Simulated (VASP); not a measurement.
Set up this calculation in VASP 6.6.1, as the native input.

| Property | Result |
| --- | --- |
| Task | single point |
| Functional | PBE |
| Potentials or basis | VASP PAW PBE potentials, release 64 (Li_sv, Rh_pv) |
| Cutoff | 520 eV |
| k mesh | 6 × 6 × 4 |
| Occupations | gaussian, width 0.1 eV |
| Spin | collinear spin, ferromagnetic start |
| Starting moments | [0.0, 0.0, 1.0] μB |
| Dipole correction | no |
| Further INCAR settings | ALGO = Normal; EDIFF = 1e-06; NBANDS = 22 |

The structure of Li2Rh lies in POSCAR:

```
Li2Rh
1.0
    2.7225477000      0.0000000000      0.0000000000
   -1.3612739000      2.3577955000      0.0000000000
    0.0000000000      0.0000000000      6.8815441000
Li Rh
2 1
Direct
    0.3333333000      0.6666667000      0.3008300000
    0.6666667000      0.3333333000      0.6991700000
    0.0000000000      0.0000000000      0.0000000000
```

The cell was generated, and may not be a known phase.

The input as run:

INCAR

```
SYSTEM = Li2Rh
PREC = Accurate
ENCUT = 520
EDIFF = 1E-6
ISMEAR = 0
SIGMA = 0.1
LREAL = .False.
LASPH = .True.
NELM = 150
ALGO = Normal
ISIF = 2
LWAVE = .False.
LCHARG = .True.
ISPIN = 2
MAGMOM = 0 0 1
LORBIT = 11
LMAXMIX = 4
GGA = PE
LELF = .True.
LVHAR = .True.
NBANDS = 22
```

KPOINTS

```
regular mesh
0
Gamma
  6 6 4
  0 0 0
```

Potentials or basis: VASP PAW PBE potentials, release 64 (Li_sv, Rh_pv).

Command:

```sh
$ cat potpaw_PBE.64/Li_sv/POTCAR potpaw_PBE.64/Rh_pv/POTCAR > POTCAR
$ mpirun -np 1 vasp_std > vasp.out
```

Results of the run:

- Largest force: 0.035 eV/Å
- Net moment: 0.00 μB per cell
- Valence electrons inside the program's atomic spheres: Li 2.11; Rh 13.77

Caveat: the k points lie up to 0.44 Å⁻¹ apart.

Run time: 65 s on 1 thread of Intel Xeon 8259CL, with other jobs on the host, peak memory 0.19 GiB.
